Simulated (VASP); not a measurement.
Runs of VASP 6.6.1 on Zr. The structure is that of space group Im-3m (No. 229), or close to it. The cells are those of the table. This isn't the form of Zr at room conditions, which is hcp.

```csv
cell,k mesh,gap on the mesh (eV),pressure (GPa)
"a = 3.177 Å, angles 109.5°, 1 atom",14 × 14 × 14,none,-3.0
"a = 3.136 Å, angles 109.5°, 1 atom",14 × 14 × 14,none,0.0
"a = 3.005 Å, angles 109.5°, 1 atom",14 × 14 × 14,none,(a)
"a = 3.050 Å, angles 109.5°, 1 atom",14 × 14 × 14,none,7.9
"a = 3.094 Å, angles 109.5°, 1 atom",14 × 14 × 14,none,(b)
"a = 3.218 Å, angles 109.5°, 1 atom",14 × 14 × 14,none,-5.6
"a = 3.136 Å, angles 109.5°, 1 atom",20 × 20 × 20,none,0.0
"a = 3.257 Å, angles 109.5°, 1 atom",14 × 14 × 14,none,-7.7
```

Alike in all rows: task single point; level BLYP; potentials or basis VASP PAW PBE potentials, release 64 (Zr_sv); no spin polarisation; cutoff (eV) 520; smearing fermi-dirac 0.1 eV.

Estimate the missing entries.

(a) 13.0; (b) 3.6.

Caveats: the PAW data sets were made with another functional, which shifts forces and pressure a little; the cell stands under tension (at least some runs); the cell stands under pressure (at least some runs).

A k mesh can miss the band edges, and the runs leave out spin-orbit coupling on Zr.

A gap of «none» marks levels without a gap at the run's occupations.
